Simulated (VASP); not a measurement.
# Ta2N (P-3m1) in VASP: further runs, part 2 of 3

VASP 6.6.1. Earlier steps stand in the parts before.

### 3 Single point, r2SCAN+D3(BJ)

This run uses another cell than the first one, of 13.62 Å³/atom.

Contents of POSCAR:

```
Ta2N
1.0
    3.1128615060      0.0000000000      0.0000000000
   -1.5564307530      2.6958171426      0.0000000000
    0.0000000000      0.0000000000      4.8698410000
Ta N
2 1
Direct
    0.3333333333      0.6666666667      0.2547110000
    0.6666666667      0.3333333333      0.7452890000
    0.0000000000      0.0000000000      0.0000000000
```

Contents of INCAR.step1:

```
SYSTEM = Ta2N
PREC = Accurate
ENCUT = 520
ISMEAR = -1
SIGMA = 0.05
LREAL = .FALSE.
LASPH = .TRUE.
NELM = 80
NBANDS = 20
GGA = PE
ALGO = Normal
EDIFF = 1E-4
LWAVE = .TRUE.
LCHARG = .FALSE.
```

Contents of INCAR.step2:

```
SYSTEM = Ta2N
PREC = Accurate
ENCUT = 520
EDIFF = 1E-7
ISMEAR = -1
SIGMA = 0.05
LREAL = .FALSE.
LASPH = .TRUE.
NELM = 80
ALGO = Normal
ISIF = 2
LWAVE = .FALSE.
LCHARG = .TRUE.
METAGGA = R2SCAN
LMIXTAU = .TRUE.
IVDW = 12
VDW_S6 = 1.0
VDW_S8 = 0.78981345
VDW_A1 = 0.49484001
VDW_A2 = 5.73083694
LELF = .TRUE.
LVHAR = .TRUE.
NBANDS = 20
ISTART = 1
```

Contents of KPOINTS:

```
regular mesh
0
G
  10 10 6
  0 0 0
```

Potentials or basis: VASP PAW PBE potentials, release 64 (Ta_pv, N).

Command:

```bash
$ cat potpaw_PBE.64/Ta_pv/POTCAR potpaw_PBE.64/N/POTCAR > POTCAR
$ cp INCAR.step1 INCAR
$ mpirun -np 1 vasp_std > vasp.out
$ cp INCAR.step2 INCAR
$ mpirun -np 1 vasp_std > vasp.out
```

OUTCAR:

```text
SYSTEM = Ta2N
   PREC = Accurate
   ENCUT = 520
   EDIFF = 1E-7
   ISMEAR = -1
   LREAL = .FALSE.
   LASPH = .TRUE.
   NELM = 80
   ISIF = 2
   METAGGA = R2SCAN
   IVDW = 12
   ISTART = 1
 IVDW          = 12

 ion  position               nearest neighbor table
   1  0.333  0.667  0.255-   3 2.18   3 2.18   3 2.18   2 2.99   2 2.99   2 2.99   2 3.06   2 3.06
                             2 3.06
   2  0.667  0.333  0.745-   3 2.18   3 2.18   3 2.18   1 2.99   1 2.99   1 2.99   1 3.06   1 3.06
                             1 3.06
   3  0.000  0.000  0.000-   1 2.18   2 2.18   1 2.18   2 2.18   2 2.18   1 2.18

  LATTYP: Found a hexagonal cell.
 ALAT       =     3.1128615060
 C/A-ratio  =     1.5644258476

  Lattice vectors:

 A1 = (   3.1128615060,   0.0000000000,   0.0000000000)
 A2 = (  -1.5564307530,   2.6958171426,   0.0000000000)
 A3 = (   0.0000000000,   0.0000000000,   4.8698410000)

Analysis of symmetry for initial positions (statically):
=====================================================================
 Subroutine PRICEL returns:
 Original cell was already a primitive cell.

 Routine SETGRP: Setting up the symmetry group for a
 hexagonal supercell.

 Subroutine GETGRP returns: Found 12 space group operations
 (whereof 12 operations were pure point group operations)
 out of a pool of 24 trial point group operations.

The static configuration has the point symmetry D_3d.

Analysis of symmetry for dynamics (positions and initial velocities):
=====================================================================
 Subroutine PRICEL returns:
 Original cell was already a primitive cell.

 Routine SETGRP: Setting up the symmetry group for a
 hexagonal supercell.

 Subroutine GETGRP returns: Found 12 space group operations
 (whereof 12 operations were pure point group operations)
 out of a pool of 24 trial point group operations.

The dynamic configuration has the point symmetry D_3d.

 Subroutine INISYM returns: Found 12 space group operations
 (whereof 12 operations are pure point group operations),
 and found     1 'primitive' translations

----------------------------------------------------------------------------------------

                                     Primitive cell

  volume of cell :      40.8663

  direct lattice vectors                    reciprocal lattice vectors
     3.112861506  0.000000000  0.000000000     0.321247829  0.185472520  0.000000000
    -1.556430753  2.695817143  0.000000000     0.000000000  0.370945041  0.000000000
     0.000000000  0.000000000  4.869841000     0.000000000  0.000000000  0.205345513

  length of vectors
     3.112861506  3.112861506  4.869841000     0.370945041  0.370945041  0.205345513

  position of ions in fractional coordinates (direct lattice)
     0.333333333  0.666666667  0.254711000
     0.666666667  0.333333333  0.745289000
     0.000000000  0.000000000  0.000000000

  ion indices of the primitive-cell ions
   primitive index   ion index
                 1           1
                 2           2
                 3           3

----------------------------------------------------------------------------------------

 KPOINTS: regular mesh

Automatic generation of k-mesh.
 Grid dimensions read from file:
 generate k-points for:   10   10    6

 Generating k-lattice:

  Cartesian coordinates                     Fractional coordinates (reciprocal lattice)
     0.032124783  0.018547252  0.000000000     0.100000000  0.000000000  0.000000000
     0.000000000  0.037094504  0.000000000     0.000000000  0.100000000  0.000000000
     0.000000000  0.000000000  0.034224252     0.000000000  0.000000000  0.166666667

  Length of vectors
     0.037094504  0.037094504  0.034224252

  Shift w.r.t. Gamma in fractional coordinates (k-lattice)
     0.000000000  0.000000000  0.000000000

 Subroutine IBZKPT returns following result:
 ===========================================

 Found     72 irreducible k-points:

 Following reciprocal coordinates:
            Coordinates               Weight
  0.000000  0.000000  0.000000      1.000000
  0.100000 -0.000000  0.000000      6.000000
  0.200000 -0.000000  0.000000      6.000000
  0.300000 -0.000000  0.000000      6.000000
  0.400000 -0.000000  0.000000      6.000000
  0.500000  0.000000  0.000000      3.000000
[... 16 lines left out ...]
  0.000000  0.400000  0.166667      6.000000
  0.500000  0.000000  0.166667      6.000000
 [... further k-points ...]
   k-points           NKPTS =     72   k-points in BZ     NKDIM =     72   number of bands    NBANDS=     20
   number of dos      NEDOS =    301   number of ions     NIONS =      3
   total plane-waves  NPLWV =  20736
   dimension x,y,z NGX =    24 NGY =   24 NGZ =   36
   dimension x,y,z NGXF=    48 NGYF=   48 NGZF=   72
   ions per type =               2   1
   NGX,Y,Z   is equivalent  to a cutoff of  12.82, 12.82, 12.29 a.u.
   NGXF,Y,Z  is equivalent  to a cutoff of  25.63, 25.63, 24.58 a.u.
 SYSTEM =  Ta2N
   PREC   = accura    normal or accurate (medium, high low for compatibility)
   ISTART =      1    job   : 0-new  1-cont  2-samecut
   ICHARG =      0    charge: 1-file 2-atom 10-const
   ISPIN  =      1    spin polarized calculation?
   LNONCOLLINEAR =      F non collinear calculations
   LSORBIT =      F    spin-orbit coupling
   LASPH  =      T    aspherical Exc in radial PAW
   ENCUT  =  520.0 eV  38.22 Ry    6.18 a.u.   5.79  5.79  9.05*2*pi/ulx,y,z
   NELM   =     80;   NELMIN=  2; NELMDL=  0     # of ELM steps
   EDIFF  = 0.1E-06   stopping-criterion for ELM
   LREAL  =      F    real-space projection
   EDIFFG = 0.1E-05   stopping-criterion for IOM
   NSW    =      0    number of steps for IOM
   IBRION =     -1    ionic relax: 0-MD 1-quasi-New 2-CG
   NFREE  =      0    steps in history (QN), initial steepest desc. (CG)
   ISIF   =      2    stress and relaxation
   ISYM   =      2    0-nonsym 1-usesym 2-fastsym
   POTIM  = 0.5000    time-step for ionic-motion
   TEBEG  =    0.0;   TEEND  =   0.0 temperature during run
   PSTRESS=    0.0 pullay stress
   NELECT =      27.0000    total number of electrons
   NUPDOWN=      -1.0000    fix difference up-down
   EMIN   =  10.00;   EMAX   =-10.00  energy-range for DOS
   EFERMI =   0.00;   METHOD = LEGACY
   ISMEAR =    -1;   SIGMA  =   0.05  broadening in eV -4-tet -1-fermi 0-gaus
   EFERMI_NEDOS =   21; number of points for ismear=-14 and -15
   IALGO  =     38    algorithm
   IMIX   =      4    mixing-type and parameters
     AMIX     =   0.40;   BMIX     =  1.00
     AMIX_MAG =   1.60;   BMIX_MAG =  1.00
  volume/ion in A,a.u.               =      13.62        91.93
  Fermi-wavevector in a.u.,A,eV,Ry     =   1.425852  2.694469 27.661374  2.033054
  Thomas-Fermi vector in A             =   2.546192
   LORBIT       =      0    0 simple, 1 ext, 2 COOP (PROOUT), +10 PAW based schemes
   METAGGA = R2SCAN    functional components
   LHFCALC =     F    Hartree Fock is set to
   AEXX    =    0.0000 exact exchange contribution
   IVDW    =    12    specifies the selected vdW correction
   LEPSILON=     F    determine dielectric tensor
   LRPA    =     F    only Hartree local field effects (RPA)
 non-spin polarized calculation
  energy-cutoff  :      520.00
  volume of cell :       40.87
 maximum number of plane-waves:      1114
 NGX is ok and might be reduce to    24
   NGX = 11   NGY = 11   NGZ = 19

 number of electron      26.9999996 magnetization

 Free energy of the ion-electron system (eV)
  ---------------------------------------------------
  ext. energy  EPLUGINS =         0.00000000
  ---------------------------------------------------
  free energy    TOTEN  =      -109.01958148 eV

  energy without entropy =     -109.00678546  energy(sigma->0) =     -109.01318347

 E-fermi :   7.4907     XC(G=0): -13.9140

 val. band max:        7.4715074230   @ k =   0.1000  -0.0000   0.0000
 cond. band min:       7.4925937894   @ k =   0.0000   0.3000   0.3333
 fundamental gap:      0.0210863665
 Fermi energy:         7.4906976313

 k-point     1 :       0.0000    0.0000    0.0000
  band No.  band energies     occupation
      1     -29.5815      2.00000
      2     -28.8287      2.00000
      3     -28.8287      2.00000
      4     -28.7009      2.00000
      5     -28.7009      2.00000
      6     -28.5854      2.00000
[... 12 lines left out ...]
     19       8.6971      0.00000
[... 513 lines left out ...]
      4     -29.0121      2.00000
      5     -28.8021      2.00000
      6     -28.7920      2.00000
[... 12 lines left out ...]
     19      12.1566      0.00000
     20      13.0099      0.00000

 [... further k-points ...]

------------------------ aborting loop because EDIFF is reached ----------------------------------------

 Edisp (eV)   -0.72671

 E8    (eV) :    -0.2877

  FORCE on cell =-STRESS in cart. coord.  units (eV):
  Direction    XX          YY          ZZ          XY          YZ          ZX
  --------------------------------------------------------------------------------------
  -------------------------------------------------------------------------------------
  Total      -2.03662    -2.03662    -1.37227     0.00000     0.00000     0.00000
  in kB     -79.84659   -79.84659   -53.80039     0.00000     0.00000     0.00000
  external pressure =      -71.16 kB  Pullay stress =        0.00 kB

 VOLUME and BASIS-vectors are now :
 -----------------------------------------------------------------------------
  energy-cutoff  :      520.00
  volume of cell :       40.87
      direct lattice vectors                 reciprocal lattice vectors
     3.112861506  0.000000000  0.000000000     0.321247829  0.185472520  0.000000000
    -1.556430753  2.695817143  0.000000000     0.000000000  0.370945041  0.000000000
     0.000000000  0.000000000  4.869841000     0.000000000  0.000000000  0.205345513

 POSITION                                       TOTAL-FORCE (eV/Angst)
 -----------------------------------------------------------------------------------
     -0.00000      1.79721      1.24040         0.000000      0.000000      0.180333
      1.55643      0.89861      3.62944        -0.000000     -0.000000     -0.180333
      0.00000      0.00000      0.00000        -0.000000      0.000000      0.000000
 -----------------------------------------------------------------------------------
    total drift:                               -0.000000      0.000000      0.000000

  FREE ENERGIE OF THE ION-ELECTRON SYSTEM (eV)
  ---------------------------------------------------
  free  energy   TOTEN  =      -109.7462925190 eV

  energy  without entropy=     -109.7334964980  energy(sigma->0) =     -109.73989451
```

Wall time 2.9 min (1 thread of Intel Xeon 8259CL, shared host); peak memory 0.21 GiB.

Results:

```
Free energy                : -109.7463 eV
Pressure                   : -7.1 GPa
Largest force              : 0.180 eV/Å
Band gap on the k mesh     : zero (an odd number of electrons rules out a gap without spin polarisation)
Dispersion energy per atom : -0.242 eV
```

Forces on the atoms (eV/Å):
```
Ta   0.000  0.000  0.180
Ta   0.000  0.000 -0.180
N    0.000  0.000  0.000
```

Levels at points of the mesh, in eV from the Fermi level:
```csv
k point,band 10,band 11,band 12,band 13,band 14,band 15,band 16,band 17
"(0.00, 0.00, 0.00)",-6.42,-5.39,-0.64,-0.22,-0.22,0.20,0.33,0.33
"(0.50, 0.00, 0.00)",-6.74,-4.73,-2.93,-1.62,1.82,1.95,3.85,4.07
"(0.00, 0.00, 0.50)",-6.60,-3.02,-2.96,-1.11,-1.11,1.82,2.09,2.37
"(0.50, 0.00, 0.50)",-6.48,-3.42,-2.47,-2.30,-0.37,0.71,3.42,3.63
```

Caveat: three body term missing; the cell stands under tension; the PAW data sets were made with another functional, which shifts forces and pressure a little; spin-orbit coupling is left out, which moves the levels of the heavy elements.

[end of part 2 of 3]
